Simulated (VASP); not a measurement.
B:

```
B
1.0
     2.60434    0.00000    0.00000
    -1.30217    2.25542    0.00000
     0.00000    0.00000    8.50569
B
8
Direct
  0.00000 0.00000 0.09375
  0.00000 0.00000 0.59375
  0.00000 0.00000 0.40625
  0.00000 0.00000 0.90625
  0.33333 0.66667 0.15625
  0.66667 0.33333 0.65625
  0.33333 0.66667 0.34375
  0.66667 0.33333 0.84375
```

| Property | Result |
| --- | --- |
| Program | VASP 6.6.1 |
| Task | relaxation of cell and atoms |
| Functional | PBE |
| Potentials or basis | VASP PAW PBE potentials, release 64 (B) |
| Cutoff | 600 eV |
| k mesh | 9 × 9 × 2 |
| Occupations | gaussian, width 0.1 eV |
| Spin | no spin polarisation |

At the start: pressure 84.8 GPa; volume 6.25 Å³/atom.

Question: How do energy, volume and symmetry change on relaxing?

Answer: Over 23 steps the energy falls by 572.5 meV/atom and the volume is 7.91 Å³/atom (+26.6 %); space group P6_3/mmc (No. 194, to 0.05 Å).

Step by step:
| step | energy change (eV) | largest force (eV/Å) | pressure (GPa) | volume (Å³) |
| --- | --- | --- | --- | --- |
| 1 | 0.0000 | 0.5225 | 84.81 | 49.96 |
| 2 | -2.8395 | 0.3526 | -20.46 | 77.88 |
| 3 | -3.6221 | 0.2714 | 0.07 | 66.79 |
| 4 | -3.6216 | 0.2723 | -0.89 | 67.16 |
| 5 | -3.6417 | 0.2559 | -0.81 | 67.13 |
| 6 | -3.7214 | 0.4039 | -0.52 | 67.02 |
| 7 | -3.9729 | 0.3683 | -0.46 | 66.76 |
| 8 | -4.4588 | 0.3204 | -2.20 | 66.08 |
| 9 | 0.7511 | 12.2272 | 15.89 | 64.06 |
| 10 | -4.4401 | 0.4390 | -2.74 | 66.04 |
| 11 | -4.0492 | 1.6602 | -3.34 | 65.16 |
| 12 | -4.4755 | 0.4385 | -3.25 | 65.91 |
| 13 | -4.4672 | 0.4541 | -3.96 | 65.61 |
| 14 | -4.4929 | 0.4448 | -3.61 | 65.79 |
| 15 | -4.5198 | 0.3631 | -2.07 | 65.01 |
| 16 | -4.5250 | 0.3143 | -0.98 | 64.51 |
| 17 | -4.5445 | 0.2351 | -0.13 | 64.25 |
| 18 | -4.5543 | 0.1372 | 1.12 | 63.91 |
| 19 | -4.5652 | 0.0992 | 0.04 | 64.07 |
| 20 | -4.5714 | 0.0547 | -1.46 | 64.31 |
| 21 | -4.5716 | 0.0502 | -1.67 | 64.35 |
| 22 | -4.5777 | 0.0383 | -0.74 | 63.83 |
| 23 | -4.5803 | 0.0118 | 0.38 | 63.25 |

Final structure:
```cif
data_structure
_symmetry_space_group_name_H-M 'P 1'
_symmetry_Int_Tables_number 1
_cell_length_a 2.9887
_cell_length_b 2.9887
_cell_length_c 8.1759
_cell_angle_alpha 90.000
_cell_angle_beta 90.000
_cell_angle_gamma 120.000
_cell_volume 63.25
loop_
_atom_site_label
_atom_site_type_symbol
_atom_site_fract_x
_atom_site_fract_y
_atom_site_fract_z
_atom_site_occupancy
B1 B 0.00000 0.00000 0.12450 1
B2 B 0.00000 0.00000 0.62450 1
B3 B 0.00000 0.00000 0.37550 1
B4 B 0.00000 0.00000 0.87550 1
B5 B 0.33333 0.66667 0.13296 1
B6 B 0.66667 0.33333 0.63296 1
B7 B 0.33333 0.66667 0.36704 1
B8 B 0.66667 0.33333 0.86704 1
```

Caveat: the k points lie up to 0.38 Å⁻¹ apart in the final cell; the volume moved by over 15 % at a fixed basis, so the end points are rough.
